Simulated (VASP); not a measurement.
# WSe2 (R3m) in VASP: a series of runs

WSe2 is run at these levels: PBE, r2SCAN; tasks: single point.

All numbers are computed with VASP 6.6.1; they aren't measurements. Logs are shortened: lines on timing, memory, paths and dates and some standing lists are left out, and cuts for length are marked.

### 1 The cell of the first run

The structure is trigonal, space group R3m (No. 160). The conventional cell has a = 3.281 Å, b = 3.281 Å, c = 19.739 Å, α = 90.00°, β = 90.00°, γ = 120.00°. Within 3.3 Å of W (site symmetry 3m) lie 6 Se at 2.53 Å and 6 W at 3.28 Å. Se (site symmetry 3m) has 3 W at 2.53 Å and 7 Se at 3.28 to 3.34 Å within 3.4 Å. Within 3.4 Å of Se (site symmetry 3m) lie 3 W at 2.53 Å and 7 Se at 3.28 to 3.34 Å.

### 2 Single point, PBE (biaxial xy strain -0.6%)

File INCAR:

```
  ALGO = Normal
  EDIFF = 1E-6
  ENCUT = 500
  GGA = PE
  GGA_COMPAT = False
  ISIF = 2
  ISMEAR = -1
  LASPH = True
  LCHARG = True
  LELF = True
  LREAL = False
  LVHAR = True
  LWAVE = False
  NBANDS = 20
  NELM = 120
  PREC = Accurate
  SIGMA = 0.02
```

File KPOINTS:

```
k-points
0
Gamma
  10 10 10
```

File POSCAR:

```
WSe2
1.0
    1.6405070833      0.9471472062      6.5796479432
   -1.6405070833      0.9471472062      6.5796479432
    0.0000000000     -1.8942944123      6.5796479432
W Se
1 2
Direct
   -0.0000191484     -0.0000191484     -0.0000191484
    0.4180111908      0.4180111908      0.4180111908
    0.2486746243      0.2486746243      0.2486746243
```

Potentials or basis: VASP PAW PBE potentials, release 64 (W_sv, Se).

On the command line:

```console
cat potpaw_PBE.64/W_sv/POTCAR potpaw_PBE.64/Se/POTCAR > POTCAR
mpirun -np 1 vasp_std > vasp.out
```

OUTCAR:

```text
EDIFF = 1E-6
   ENCUT = 500
   GGA = PE
   ISIF = 2
   ISMEAR = -1
   LASPH = True
   LREAL = False
   NELM = 120
   PREC = Accurate

 ion  position               nearest neighbor table
   1  1.000  1.000  1.000-   3 2.53   3 2.53   3 2.53   2 2.53   2 2.53   2 2.53
   2  0.418  0.418  0.418-   1 2.53   1 2.53   1 2.53
   3  0.249  0.249  0.249-   1 2.53   1 2.53   1 2.53

  LATTYP: Found a trigonal (rhomboedric) cell.
 ALAT       =     6.8469057520
 COS(alpha) =     0.8851852946

  Lattice vectors:

 A1 = (   1.6405070833,   0.9471472062,   6.5796479432)
 A2 = (  -1.6405070833,   0.9471472062,   6.5796479432)
 A3 = (   0.0000000000,  -1.8942944123,   6.5796479432)

Analysis of symmetry for initial positions (statically):
=====================================================================
 Subroutine PRICEL returns:
 Original cell was already a primitive cell.

 Routine SETGRP: Setting up the symmetry group for a
 trigonal (rhombohedral) supercell.

 Subroutine GETGRP returns: Found  6 space group operations
 (whereof  6 operations were pure point group operations)
 out of a pool of 12 trial point group operations.

The static configuration has the point symmetry C_3v.

Analysis of symmetry for dynamics (positions and initial velocities):
=====================================================================
 Subroutine PRICEL returns:
 Original cell was already a primitive cell.

 Routine SETGRP: Setting up the symmetry group for a
 trigonal (rhombohedral) supercell.

 Subroutine GETGRP returns: Found  6 space group operations
 (whereof  6 operations were pure point group operations)
 out of a pool of 12 trial point group operations.

The dynamic configuration has the point symmetry C_3v.

 Subroutine INISYM returns: Found  6 space group operations
 (whereof  6 operations are pure point group operations),
 and found     1 'primitive' translations

----------------------------------------------------------------------------------------

                                     Primitive cell

  volume of cell :      61.3408

  direct lattice vectors                    reciprocal lattice vectors
     1.640507083  0.947147206  6.579647943     0.304783810  0.175967015  0.050661272
    -1.640507083  0.947147206  6.579647943    -0.304783810  0.175967015  0.050661272
     0.000000000 -1.894294412  6.579647943     0.000000000 -0.351934030  0.050661272

  length of vectors
     6.846905752  6.846905752  6.846905752     0.355561705  0.355561705  0.355561705

  position of ions in fractional coordinates (direct lattice)
     0.999980852  0.999980852  0.999980852
     0.418011191  0.418011191  0.418011191
     0.248674624  0.248674624  0.248674624

  ion indices of the primitive-cell ions
   primitive index   ion index
                 1           1
                 2           2
                 3           3

----------------------------------------------------------------------------------------

 KPOINTS: k-points

Automatic generation of k-mesh.
 Grid dimensions read from file:
 generate k-points for:   10   10   10

 Generating k-lattice:

  Cartesian coordinates                     Fractional coordinates (reciprocal lattice)
     0.030478381  0.017596702  0.005066127     0.100000000 -0.000000000  0.000000000
    -0.030478381  0.017596702  0.005066127    -0.000000000  0.100000000  0.000000000
     0.000000000 -0.035193403  0.005066127     0.000000000  0.000000000  0.100000000

  Length of vectors
     0.035556170  0.035556170  0.035556170

  Shift w.r.t. Gamma in fractional coordinates (k-lattice)
     0.000000000  0.000000000  0.000000000

 Subroutine IBZKPT returns following result:
 ===========================================

 Found    116 irreducible k-points:

 Following reciprocal coordinates:
            Coordinates               Weight
  0.000000  0.000000  0.000000      1.000000
  0.100000  0.000000  0.000000      6.000000
  0.200000  0.000000  0.000000      6.000000
  0.300000  0.000000  0.000000      6.000000
  0.400000  0.000000  0.000000      6.000000
  0.500000  0.000000  0.000000      3.000000
[... 16 lines left out ...]
  0.300000  0.300000  0.000000      6.000000
  0.400000  0.300000  0.000000     12.000000
 [... further k-points ...]
   k-points           NKPTS =    116   k-points in BZ     NKDIM =    116   number of bands    NBANDS=     20
   number of dos      NEDOS =    301   number of ions     NIONS =      3
   total plane-waves  NPLWV = 125000
   dimension x,y,z NGX =    50 NGY =   50 NGZ =   50
   dimension x,y,z NGXF=   100 NGYF=  100 NGZF=  100
   ions per type =               1   2
   NGX,Y,Z   is equivalent  to a cutoff of  12.14, 12.14, 12.14 a.u.
   NGXF,Y,Z  is equivalent  to a cutoff of  24.28, 24.28, 24.28 a.u.
 SYSTEM =  unknown system
   PREC   = accura    normal or accurate (medium, high low for compatibility)
   ISTART =      0    job   : 0-new  1-cont  2-samecut
   ICHARG =      2    charge: 1-file 2-atom 10-const
   ISPIN  =      1    spin polarized calculation?
   LNONCOLLINEAR =      F non collinear calculations
   LSORBIT =      F    spin-orbit coupling
   LASPH  =      T    aspherical Exc in radial PAW
   ENCUT  =  500.0 eV  36.75 Ry    6.06 a.u.  12.48 12.48 12.48*2*pi/ulx,y,z
   NELM   =    120;   NELMIN=  2; NELMDL= -5     # of ELM steps
   EDIFF  = 0.1E-05   stopping-criterion for ELM
   LREAL  =      F    real-space projection
   EDIFFG = 0.1E-04   stopping-criterion for IOM
   NSW    =      0    number of steps for IOM
   IBRION =     -1    ionic relax: 0-MD 1-quasi-New 2-CG
   NFREE  =      0    steps in history (QN), initial steepest desc. (CG)
   ISIF   =      2    stress and relaxation
   ISYM   =      2    0-nonsym 1-usesym 2-fastsym
   POTIM  = 0.5000    time-step for ionic-motion
   TEBEG  =    0.0;   TEEND  =   0.0 temperature during run
   PSTRESS=    0.0 pullay stress
   NELECT =      26.0000    total number of electrons
   NUPDOWN=      -1.0000    fix difference up-down
   EMIN   =  10.00;   EMAX   =-10.00  energy-range for DOS
   EFERMI =   0.00;   METHOD = LEGACY
   ISMEAR =    -1;   SIGMA  =   0.02  broadening in eV -4-tet -1-fermi 0-gaus
   EFERMI_NEDOS =   21; number of points for ismear=-14 and -15
   IALGO  =     38    algorithm
   IMIX   =      4    mixing-type and parameters
     AMIX     =   0.40;   BMIX     =  1.00
     AMIX_MAG =   1.60;   BMIX_MAG =  1.00
  volume/ion in A,a.u.               =      20.45       137.98
  Fermi-wavevector in a.u.,A,eV,Ry     =   1.229748  2.323887 20.575819  1.512280
  Thomas-Fermi vector in A             =   2.364623
   LORBIT       =      0    0 simple, 1 ext, 2 COOP (PROOUT), +10 PAW based schemes
   GGA     = PE    functional components
   LHFCALC =     F    Hartree Fock is set to
   AEXX    =    0.0000 exact exchange contribution
   IVDW    =     0    specifies the selected vdW correction
   LEPSILON=     F    determine dielectric tensor
   LRPA    =     F    only Hartree local field effects (RPA)
 non-spin polarized calculation
  energy-cutoff  :      500.00
  volume of cell :       61.34
 maximum number of plane-waves:      1578
 NGX is ok and might be reduce to    50
   NGX = 25   NGY = 25   NGZ = 25

 number of electron      26.0000001 magnetization

 Free energy of the ion-electron system (eV)
  ---------------------------------------------------
  ext. energy  EPLUGINS =         0.00000000
  ---------------------------------------------------
  free energy    TOTEN  =       -21.56315038 eV

  energy without entropy =      -21.56315038  energy(sigma->0) =      -21.56315038

 E-fermi :   6.6523     XC(G=0): -10.6755

 val. band max:        6.1280048058   @ k =   0.5000   0.5000   0.5000
 cond. band min:       7.2146644295   @ k =  -0.2000   0.2000   0.0000
 fundamental gap:      1.0866596236
 Fermi energy:         6.6523095052

 k-point     1 :       0.0000    0.0000    0.0000
  band No.  band energies     occupation
      1     -68.1457      2.00000
      2     -32.4019      2.00000
      3     -32.2664      2.00000
      4     -32.2664      2.00000
      5      -9.1303      2.00000
      6      -7.5709      2.00000
[... 12 lines left out ...]
     19      13.9517      0.00000
     20      14.2605      0.00000

 k-point     2 :       0.1000    0.0000    0.0000
  band No.  band energies     occupation
      1     -68.1447      2.00000
      2     -32.3974      2.00000
      3     -32.2897      2.00000
      4     -32.2718      2.00000
      5      -8.9756      2.00000
      6      -7.5040      2.00000
[... 12 lines left out ...]
     19      14.4099      0.00000
     20      14.7725      0.00000

 k-point     3 :       0.2000    0.0000    0.0000
  band No.  band energies     occupation
      1     -68.1420      2.00000
      2     -32.3857      2.00000
      3     -32.3502      2.00000
      4     -32.2861      2.00000
      5      -8.5402      2.00000
      6      -7.3167      2.00000
[... 12 lines left out ...]
     19      14.6373      0.00000
     20      15.1389      0.00000

 k-point     4 :       0.3000    0.0000    0.0000
  band No.  band energies     occupation
      1     -68.1387      2.00000
      2     -32.4240      2.00000
      3     -32.3713      2.00000
      4     -32.3036      2.00000
      5      -7.9182      2.00000
      6      -7.0555      2.00000
[... 12 lines left out ...]
     19      13.5841      0.00000
     20      14.0063      0.00000

 k-point     5 :       0.4000    0.0000    0.0000
  band No.  band energies     occupation
      1     -68.1360      2.00000
      2     -32.4830      2.00000
      3     -32.3595      2.00000
      4     -32.3177      2.00000
      5      -7.3051      2.00000
      6      -6.8143      2.00000
[... 12 lines left out ...]
     19      12.6518      0.00000
     20      13.2743      0.00000
[... 353 lines left out ...]
      6      -6.6964      2.00000
[... 12 lines left out ...]
     19      13.7072      0.00000
     20      14.9441      0.00000

 k-point    22 :      -0.2000    0.2000    0.0000
  band No.  band energies     occupation
      1     -68.1371      2.00000
      2     -32.4366      2.00000
      3     -32.3646      2.00000
      4     -32.3334      2.00000
      5      -7.6087      2.00000
      6      -6.9013      2.00000
[... 12 lines left out ...]
     19      13.7615      0.00000
     20      14.7971      0.00000

 k-point    23 :       0.3000    0.3000    0.0000
  band No.  band energies     occupation
      1     -68.1387      2.00000
      2     -32.4240      2.00000
      3     -32.3713      2.00000
      4     -32.3036      2.00000
      5      -7.8763      2.00000
      6      -7.1153      2.00000
[... 12 lines left out ...]
     19      13.5125      0.00000
     20      14.3652      0.00000

 k-point    24 :       0.4000    0.3000    0.0000
  band No.  band energies     occupation
      1     -68.1368      2.00000
      2     -32.4551      2.00000
      3     -32.3632      2.00000
      4     -32.3234      2.00000
      5      -7.4666      2.00000
      6      -6.9546      2.00000
[... 12 lines left out ...]
     19      13.3446      0.00000
     20      14.5240      0.00000

 [... further k-points ...]

------------------------ aborting loop because EDIFF is reached ----------------------------------------

  FORCE on cell =-STRESS in cart. coord.  units (eV):
  Direction    XX          YY          ZZ          XY          YZ          ZX
  --------------------------------------------------------------------------------------
  -------------------------------------------------------------------------------------
  Total        1.7855030      1.7855030      1.9548621      0.0000000      0.0000000      0.0000000
  in kB       46.6360395     46.6360395     51.0595768      0.0000000      0.0000000      0.0000000
  external PRESSURE =      48.1105519 kB  Pullay stress =       0.0000000 kB

 VOLUME and BASIS-vectors are now :
 -----------------------------------------------------------------------------
  energy-cutoff  :      500.00
  volume of cell :       61.34
      direct lattice vectors                 reciprocal lattice vectors
     1.640507083  0.947147206  6.579647943     0.304783810  0.175967015  0.050661272
    -1.640507083  0.947147206  6.579647943    -0.304783810  0.175967015  0.050661272
     0.000000000 -1.894294412  6.579647943     0.000000000 -0.351934030  0.050661272

 POSITION                                       TOTAL-FORCE (eV/Angst)
 -----------------------------------------------------------------------------------
      0.00000      0.00000     19.73857         0.000000      0.000000      0.001028
      0.00000      0.00000      8.25110         0.000000      0.000000      0.331979
      0.00000      0.00000      4.90857         0.000000     -0.000000     -0.333006
 -----------------------------------------------------------------------------------
    total drift:                                0.000000      0.000000     -0.000086

  FREE ENERGIE OF THE ION-ELECTRON SYSTEM (eV)
  ---------------------------------------------------
  free  energy   TOTEN  =       -21.5631503815 eV

  energy  without entropy=      -21.5631503815  energy(sigma->0) =      -21.56315038
```

Run time: 9.3 min. Hardware: 1 thread of Intel Xeon 8259CL, shared host; peak memory 0.42 GiB.

What came out:

- Free energy: -21.5632 eV
- Pressure: 4.8 GPa
- Largest force: 0.333 eV/Å
- Band gap on the k mesh: 1.09 eV (least direct gap 1.93 eV)

Forces in eV/Å, atoms in the order of the input:
```
W    0.000  0.000  0.001
Se   0.000  0.000  0.332
Se   0.000  0.000 -0.333
```

Stress tensor (GPa, compression positive):
```
4.66 0.00 0.00
0.00 4.66 0.00
0.00 0.00 5.11
```

Caveat: the cell differs from its parent crystal (biaxial xy strain -0.6%); the cell stands under pressure; spin-orbit coupling is left out, which moves the levels of the heavy elements.

### 3 Single point, r2SCAN (biaxial xy strain -0.6%)

POSCAR is that of step 2.

File INCAR.step1:

```
SYSTEM = WSe2
PREC = Accurate ; ENCUT = 550
ISMEAR = 0 ; SIGMA = 0.01
LREAL = .False. ; LASPH = .True.
NELM = 120 ; NBANDS = 20
GGA = PE ; ALGO = Normal
EDIFF = 1E-5 ; LWAVE = .True.
LCHARG = .False. ; GGA_COMPAT = .False.
```

File INCAR.step2:

```
SYSTEM = WSe2
PREC = Accurate ; ENCUT = 550
EDIFF = 1E-6 ; ISMEAR = 0
SIGMA = 0.01 ; LREAL = .False.
LASPH = .True. ; NELM = 120
ALGO = Normal ; ISIF = 2
LWAVE = .False. ; LCHARG = .False.
METAGGA = R2SCAN ; LMIXTAU = .True.
NBANDS = 20 ; ISTART = 1
GGA_COMPAT = .False.
```

File KPOINTS:

```
Automatic mesh
0
Gamma
  10 10 10
  0 0 0
```

Potentials or basis: VASP PAW PBE potentials, release 64 (W_sv, Se).

On the command line:

```console
cat potpaw_PBE.64/W_sv/POTCAR potpaw_PBE.64/Se/POTCAR > POTCAR
cp INCAR.step1 INCAR
mpirun -np 1 vasp_std > vasp.out
cp INCAR.step2 INCAR
mpirun -np 1 vasp_std > vasp.out
```

It took 67 min on 1 thread of Intel Xeon 8259CL, shared host; peak memory 0.54 GiB.

Results (log left out):

* Free energy: -81.7661 eV
* Pressure: 2.8 GPa
* Largest force: 0.009 eV/Å
* Band gap on the k mesh: 1.21 eV (least direct gap 2.04 eV)

Forces on the atoms (eV/Å):
```
W    0.000  0.000  0.000
Se   0.000  0.000  0.009
Se   0.000  0.000 -0.009
```

Stress tensor (GPa, compression positive):
```
3.32 0.00 0.00
0.00 3.32 0.00
0.00 0.00 1.79
```

Levels at points of the mesh, in eV from the valence-band top:
| k point | band 9 | band 10 | band 11 | band 12 | band 13 | band 14 | band 15 | band 16 | band 17 | band 18 |
| --- | --- | --- | --- | --- | --- | --- | --- | --- | --- | --- |
| (0.00, 0.00, 0.00) | -2.78 | -1.62 | -1.62 | -1.33 | -1.11 | 2.81 | 2.81 | 3.10 | 3.10 | 5.11 |
| (0.50, 0.00, 0.00) | -4.90 | -3.52 | -2.37 | -1.46 | -1.22 | 2.35 | 2.55 | 3.89 | 4.13 | 4.65 |
| (0.50, 0.50, 0.00) | -4.58 | -3.44 | -2.94 | -1.43 | -1.30 | 2.32 | 2.74 | 3.49 | 4.61 | 5.06 |
| (0.50, 0.50, 0.50) | -2.80 | -2.80 | -1.59 | -1.59 | 0.00 | 2.91 | 2.91 | 2.96 | 2.96 | 5.73 |

Caveat: the cell differs from its parent crystal (biaxial xy strain -0.6%); the PAW data sets were made with another functional, which shifts forces and pressure a little; spin-orbit coupling is left out, which moves the levels of the heavy elements.
